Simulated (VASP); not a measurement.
Wanted: the native input for a VASP 6.6.1 run.

| Quantity | Value |
| --- | --- |
| Task | single point |
| Functional | PBE |
| Potentials or basis | VASP PAW PBE potentials, release 64 (Lu) |
| Cutoff | 520 eV |
| k mesh | 13 × 13 × 12 |
| Occupations | fermi-dirac, width 0.08 eV |
| Spin | no spin polarisation |
| Dipole correction | no |
| Further INCAR settings | ALGO = Normal; EDIFF = 1e-06; NBANDS = 18 |

The structure of Lu lies in POSCAR:

```
Lu
1.0
    2.7440484571      0.0000000000      0.0000000000
   -1.3720242286      2.3764156731      0.0000000000
    0.0000000000      0.0000000000      2.6154169280
Lu
1
Direct
    0.0000000000      0.0000000000      0.0000000000
```

This isn't the form of Lu at room conditions, which is hcp.

These files were run (other wordings do the same):

INCAR

```
SYSTEM = Lu
PREC = Accurate
ENCUT = 520
EDIFF = 1E-6
ISMEAR = -1
SIGMA = 0.08
LREAL = .FALSE.
LASPH = .TRUE.
NELM = 60
ALGO = Normal
ISIF = 2
LWAVE = .FALSE.
LCHARG = .TRUE.
GGA = PE
LELF = .TRUE.
LVHAR = .TRUE.
NBANDS = 18
```

KPOINTS

```
regular mesh
0
G
  13 13 12
  0 0 0
```

Potentials or basis: VASP PAW PBE potentials, release 64 (Lu).

Command:

```console
$ cat potpaw_PBE.64/Lu/POTCAR > POTCAR
$ mpirun -np 1 vasp_std > vasp.out
```

It gave:

```
Pressure               : 60.1 GPa
Band gap on the k mesh : zero (an odd number of electrons rules out a gap without spin polarisation)
```

Caveat: the cell stands under pressure; spin-orbit coupling is left out, which moves the levels of the heavy elements.

Wall time 58 s on 1 thread of Intel Xeon 8259CL, with other jobs on the host, peak memory 0.17 GiB.
